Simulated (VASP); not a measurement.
A run of VASP 6.6.1:

INCAR

```
ALGO     = Normal         # electronic algorithm
EDIFF    = 1E-6           # SCF threshold, eV
ENCUT    = 600            # plane-wave cutoff, eV
GGA      = PE             # functional
GGA_COMPAT= False        
ISIF     = 2              # what is computed and relaxed
ISMEAR   = -1             # smearing method
LASPH    = True           # aspherical terms in the spheres
LCHARG   = False          # write CHGCAR
LREAL    = False          # projectors in reciprocal space
LWAVE    = False          # write WAVECAR
NBANDS   = 12             # bands
NELM     = 120            # most SCF steps
PREC     = Accurate       # precision mode
SIGMA    = 0.1            # smearing width, eV
```

Contents of KPOINTS:

```
k-points
0
Gamma
  12 12 12
```

The input POSCAR:

```
Cu
1.0
    0.0000000000      1.7917400000      1.7917400000
    1.7917400000      0.0000000000      1.7917400000
    1.7917400000      1.7917400000      0.0000000000
Cu
1
Direct
    0.0000000000      0.0000000000      0.0000000000
```

Potentials or basis: VASP PAW PBE potentials, release 64 (Cu).

Run with:

```console
$ cat potpaw_PBE.64/Cu/POTCAR > POTCAR
$ mpirun -np 1 vasp_std > vasp.out
```

Hardware: 1 thread of Intel(R) Xeon(R) 6975P-C (Granite Rapids) (shared host).

Estimate the wall time of this run.

Wall time 4.8 s on 1 thread of Intel(R) Xeon(R) 6975P-C (Granite Rapids), on a shared host, peak memory 0.13 GiB. Counts: scf iterations 12, k points 72.
